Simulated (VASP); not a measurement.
# LiF (P6_3/mmc) in VASP: G0W0 quasiparticle levels with PBE

Aim: the G0W0 quasiparticle levels of LiF with PBE.

All numbers are computed with VASP 6.6.1; they aren't measurements. Logs are shortened: lines on timing, memory, paths and dates and some standing lists are left out, and cuts for length are marked.

## (1) The cell of the first run

Symmetry: P6_3/mmc, No. 194, hexagonal system. The conventional cell has a = 3.280 Å, b = 3.280 Å, c = 4.000 Å, α = 90.00°, β = 90.00°, γ = 120.00°. Li (site symmetry -6m2) has 5 F at 1.89 to 2.00 Å within 2.5 Å. F (site symmetry -6m2) has 5 Li at 1.89 to 2.00 Å within 2.5 Å.

## (2) G0W0 quasiparticle levels, PBE

POSCAR

```
LiF
1.0
    3.2800798956      0.0000000000      0.0000000000
   -1.6400399478      2.8406325161      0.0000000000
    0.0000000000      0.0000000000      3.9995958192
Li F
2 2
Direct
    0.3333333333      0.6666666667      0.2500000000
    0.6666666667      0.3333333333      0.7500000000
    0.6666666667      0.3333333333      0.2500000000
    0.3333333333      0.6666666667      0.7500000000
```

INCAR.step1

```
PREC = Accurate
ENCUT = 500
EDIFF = 1E-8
ISMEAR = 0
SIGMA = 0.01
LREAL = False
LASPH = True
NELM = 60
ALGO = Normal
LWAVE = True
LCHARG = False
GGA = PE
```

INCAR.step2

```
PREC = Accurate
ENCUT = 500
EDIFF = 1E-8
ISMEAR = 0
SIGMA = 0.01
LREAL = False
LASPH = True
NELM = 1
ALGO = Exact
LWAVE = True
LCHARG = False
GGA = PE
NBANDS = 68
LOPTICS = True
ISTART = 1
```

INCAR.step3

```
PREC = Accurate
ENCUT = 500
EDIFF = 1E-8
ISMEAR = 0
SIGMA = 0.01
LREAL = False
LASPH = True
ALGO = EVGW0
LWAVE = False
LCHARG = False
GGA = PE
NELMGW = 1
NBANDS = 68
ENCUTGW = 80.0
NOMEGA = 96
PRECFOCK = Fast
ISTART = 1
NBANDSGW = 16
OMEGAMAX = 30
```

KPOINTS

```
regular mesh
0
Gamma
  6 6 4
```

Potentials or basis: VASP PAW PBE potentials, release 64 (Li_GW, F_GW).

Command:

```console
$ cat potpaw_PBE.64/Li_GW/POTCAR potpaw_PBE.64/F_GW/POTCAR > POTCAR
$ cp INCAR.step1 INCAR
$ mpirun -np 1 vasp_std > vasp.out
$ cp INCAR.step2 INCAR
$ mpirun -np 1 vasp_std > vasp.out
$ cp INCAR.step3 INCAR
$ mpirun -np 1 vasp_std > vasp.out
```

OUTCAR:

```text
PREC = Accurate
   ENCUT = 500
   EDIFF = 1E-8
   ISMEAR = 0
   LREAL = False
   LASPH = True
   GGA = PE
   NELMGW = 1
   ENCUTGW = 80.0
   PRECFOCK = Fast
   ISTART = 1

 ion  position               nearest neighbor table
   1  0.333  0.667  0.250-   3 1.89   3 1.89   3 1.89   4 2.00   4 2.00   2 2.75   2 2.75   2 2.75
                             2 2.75   2 2.75   2 2.75
   2  0.667  0.333  0.750-   4 1.89   4 1.89   4 1.89   3 2.00   3 2.00   1 2.75   1 2.75   1 2.75
                             1 2.75   1 2.75   1 2.75
   3  0.667  0.333  0.250-   1 1.89   1 1.89   1 1.89   2 2.00   2 2.00
   4  0.333  0.667  0.750-   2 1.89   2 1.89   2 1.89   1 2.00   1 2.00

  LATTYP: Found a hexagonal cell.
 ALAT       =     3.2800798956
 C/A-ratio  =     1.2193592676

  Lattice vectors:

 A1 = (   3.2800798956,   0.0000000000,   0.0000000000)
 A2 = (  -1.6400399478,   2.8406325161,   0.0000000000)
 A3 = (   0.0000000000,   0.0000000000,   3.9995958192)

Analysis of symmetry for initial positions (statically):
=====================================================================
 Subroutine PRICEL returns:
 Original cell was already a primitive cell.

 Routine SETGRP: Setting up the symmetry group for a
 hexagonal supercell.

 Subroutine GETGRP returns: Found 24 space group operations
 (whereof 12 operations were pure point group operations)
 out of a pool of 24 trial point group operations.

The static configuration has the point symmetry D_3d.
 The point group associated with its full space group is D_6h.

Analysis of symmetry for dynamics (positions and initial velocities):
=====================================================================
 Subroutine PRICEL returns:
 Original cell was already a primitive cell.

 Routine SETGRP: Setting up the symmetry group for a
 hexagonal supercell.

 Subroutine GETGRP returns: Found 24 space group operations
 (whereof 12 operations were pure point group operations)
 out of a pool of 24 trial point group operations.

The dynamic configuration has the point symmetry D_3d.
 The point group associated with its full space group is D_6h.

 Subroutine INISYM returns: Found 24 space group operations
 (whereof 12 operations are pure point group operations),
 and found     1 'primitive' translations

----------------------------------------------------------------------------------------
[... 76 lines left out ...]
   number of dos      NEDOS =    301   number of ions     NIONS =      4
   total plane-waves  NPLWV =  17280
   dimension x,y,z NGX =    24 NGY =   24 NGZ =   30
   dimension x,y,z NGXF=    48 NGYF=   48 NGZF=   60
   ions per type =               2   2
   NGX,Y,Z   is equivalent  to a cutoff of  12.16, 12.16, 12.47 a.u.
   NGXF,Y,Z  is equivalent  to a cutoff of  24.33, 24.33, 24.94 a.u.
 SYSTEM =  unknown system
   PREC   = accura    normal or accurate (medium, high low for compatibility)
   ISTART =      1    job   : 0-new  1-cont  2-samecut
   ICHARG =      0    charge: 1-file 2-atom 10-const
   ISPIN  =      1    spin polarized calculation?
   LNONCOLLINEAR =      F non collinear calculations
   LSORBIT =      F    spin-orbit coupling
   LASPH  =      T    aspherical Exc in radial PAW
   ENCUT  =  500.0 eV  36.75 Ry    6.06 a.u.   5.98  5.98  7.29*2*pi/ulx,y,z
   NELM   =     60;   NELMIN=  2; NELMDL=  0     # of ELM steps
   EDIFF  = 0.1E-07   stopping-criterion for ELM
   LREAL  =      F    real-space projection
   EDIFFG = 0.1E-06   stopping-criterion for IOM
   NSW    =      0    number of steps for IOM
   IBRION =     -1    ionic relax: 0-MD 1-quasi-New 2-CG
   NFREE  =      0    steps in history (QN), initial steepest desc. (CG)
   ISIF   =      0    stress and relaxation
   ISYM   =      3    0-nonsym 1-usesym 2-fastsym
   POTIM  = 0.5000    time-step for ionic-motion
   TEBEG  =    0.0;   TEEND  =   0.0 temperature during run
   PSTRESS=    0.0 pullay stress
   NELECT =      16.0000    total number of electrons
   NUPDOWN=      -1.0000    fix difference up-down
   EMIN   =  10.00;   EMAX   =-10.00  energy-range for DOS
   EFERMI =   0.00;   METHOD = LEGACY
   ISMEAR =     0;   SIGMA  =   0.01  broadening in eV -4-tet -1-fermi 0-gaus
   EFERMI_NEDOS =   21; number of points for ismear=-14 and -15
   IALGO  =     38    algorithm
   IMIX   =      4    mixing-type and parameters
     AMIX     =   0.40;   BMIX     =  1.00
     AMIX_MAG =   1.60;   BMIX_MAG =  1.00
  volume/ion in A,a.u.               =       9.32        62.87
  Fermi-wavevector in a.u.,A,eV,Ry     =   1.235027  2.333862 20.752839  1.525291
  Thomas-Fermi vector in A             =   2.369693
   LORBIT       =      0    0 simple, 1 ext, 2 COOP (PROOUT), +10 PAW based schemes
   GGA     = PE    functional components
   LHFCALC =     T    Hartree Fock is set to
   PRECFOCK=fast      Normal, Fast or Accurate (Low or Medium for compatibility)
   ENCUT4O =  -1.0   cutoff for four orbital integrals eV
   NKREDX  =     1    reduce k-point grid by
   NKREDY  =     1    reduce k-point grid by
   NKREDZ  =     1    reduce k-point grid by
   AEXX    =    1.0000 exact exchange contribution
   HFSCREEN=    0.0000 screening length (either q_TF or 0.3 A-1)
   HFSCREENC=   0.0000 screening length for correlation (either q_TF or 0.3 A-1)
   ENCUTFOCK=  -1.0 apply spherical cutoff to Coloumb kernel
   IVDW    =     0    specifies the selected vdW correction
   LEPSILON=     F    determine dielectric tensor
   LRPA    =     F    only Hartree local field effects (RPA)
   LRPAFORCE           =     F    calculate RPA forces
   ENCUTGW             =  80.0    cutoff for response function in eV
   ENCUTGWSOFT         =  64.0    soft cutoff for Coulomb kernel in GW response function in eV
   ENCUTLF             =  -1.0    cutoff for local field effects
   NELMGW              =     1    number of iterations in solving QP/BSE equation
   NELMHF              =     1    number of iterations in the inner HF iteration
   NKREDLFX            =     1    NKREDLFY  =   1   NKREDLFZ  =   1
 non-spin polarized calculation
 Gauss-broadening in eV      SIGMA  =   0.01
  energy-cutoff  :      500.00
  volume of cell :       37.27
 maximum number of plane-waves:       966
 NGX is ok and might be reduce to    24
  NGX = 14; NGY = 14; NGZ = 18
   NGX = 11   NGY = 11   NGZ = 15
 maximum number of plane-waves:        78
 NGX is ok and might be reduce to    10

 QP shifts <psi_nk| G(iteration)W_0 |psi_nk>: iteration 1
 for sc-GW calculations column KS-energies equals QP-energies in previous step
 and V_xc(KS)=  KS-energies - (<T + V_ion + V_H > + <T+V_H+V_ion>^1  + <V_x>^1)

 k-point   1 :       0.0000    0.0000    0.0000
  band No.  KS-energies  QP-energies   sigma(KS)   V_xc(KS)     V^pw_x(r,r')   Z            occupation Imag(sigma)

      1     -23.6592     -28.5910     -28.7672     -22.5094     -36.6933       0.7881       2.0000       0.9903
      2     -22.9536     -27.6728     -29.5763     -23.4283     -37.5125       0.7676       2.0000       0.8536
      3      -6.6003      -9.8020     -22.6713     -18.7080     -26.9443       0.8079       2.0000       0.1004
      4      -4.9801      -7.9297     -24.9479     -21.3215     -29.3700       0.8134       2.0000       0.0822
      5      -4.9801      -7.9297     -24.9479     -21.3215     -29.3700       0.8134       2.0000       0.0822
      6      -4.1816      -6.9713     -25.8102     -22.3959     -30.2680       0.8171       2.0000       0.0765
[... 395 lines left out ...]
      2     -23.3080     -28.1264     -29.2126     -23.0310     -37.1548       0.7795       2.0000       0.9216
      3      -5.6891      -8.8109     -23.9731     -20.1220     -28.3493       0.8106       2.0000       0.0897
      4      -5.6891      -8.8109     -23.9731     -20.1220     -28.3493       0.8106       2.0000       0.0897
      5      -5.5332      -8.5926     -23.4968     -19.7389     -27.7333       0.8141       2.0000       0.0859
      6      -5.5332      -8.5926     -23.4968     -19.7389     -27.7333       0.8141       2.0000       0.0859
[... 8 lines left out ...]
     15      16.8628      19.3980      -4.8907      -7.7748      -1.6612       0.8790       0.0000      -0.0789
     16      16.8628      19.3980      -4.8907      -7.7748      -1.6612       0.8790       0.0000      -0.0789
```

OUTCAR.step1:

```text
PREC = Accurate
   ENCUT = 500
   EDIFF = 1E-8
   ISMEAR = 0
   LREAL = False
[... 542 lines left out ...]
     -0.00000      1.89376      0.99990         0.000000      0.000000      0.000000
      1.64004      0.94688      2.99970        -0.000000     -0.000000      0.000000
      1.64004      0.94688      0.99990         0.000000      0.000000      0.000000
     -0.00000      1.89376      2.99970         0.000000     -0.000000     -0.000000
 -----------------------------------------------------------------------------------
    total drift:                               -0.000000      0.000000      0.000000

  FREE ENERGIE OF THE ION-ELECTRON SYSTEM (eV)
  ---------------------------------------------------
  free  energy   TOTEN  =       -19.2018787637 eV

  energy  without entropy=      -19.2018787637  energy(sigma->0) =      -19.20187876
```

OUTCAR.step2:

```text
PREC = Accurate
   ENCUT = 500
   EDIFF = 1E-8
   ISMEAR = 0
   LREAL = False
[... 1046 lines left out ...]
     0.00000     1.92082     1.92082     1.91604     0.00000    -0.00000     0.00000
     1.19768     1.92716     1.92716     1.92216     0.00000    -0.00000     0.00000
     2.39536     1.94721     1.94721     1.94153     0.00000    -0.00000     0.00000
     3.59304     1.98376     1.98376     1.97690     0.00000    -0.00000     0.00000
     4.79072     2.04315     2.04315     2.03472     0.00000    -0.00000     0.00000
     5.98840     2.13990     2.13990     2.13070     0.00000    -0.00000     0.00000
[... 92 lines left out ...]
   117.37257     0.96273     0.96273     0.96261    -0.00000     0.00000    -0.00000
   118.57025     0.96363     0.96363     0.96352    -0.00000     0.00000    -0.00000
```

Wall time 6.4 min (1 thread of AMD EPYC 7R13 (Zen 3), shared host); peak memory 0.51 GiB.

Results:

| Quantity | Value |
| --- | --- |
| Quasiparticle gap | 11.86 eV |
| Least direct quasiparticle gap | 11.86 eV |
| Band gap of the starting levels on the mesh | 7.80 eV |
| Least direct gap of the starting levels on the mesh | 7.80 eV |

Caveat: the k points lie up to 0.39 Å⁻¹ apart; bands, screening cutoff and mesh are small and nothing is extrapolated, so the quasiparticle values aren't converged.
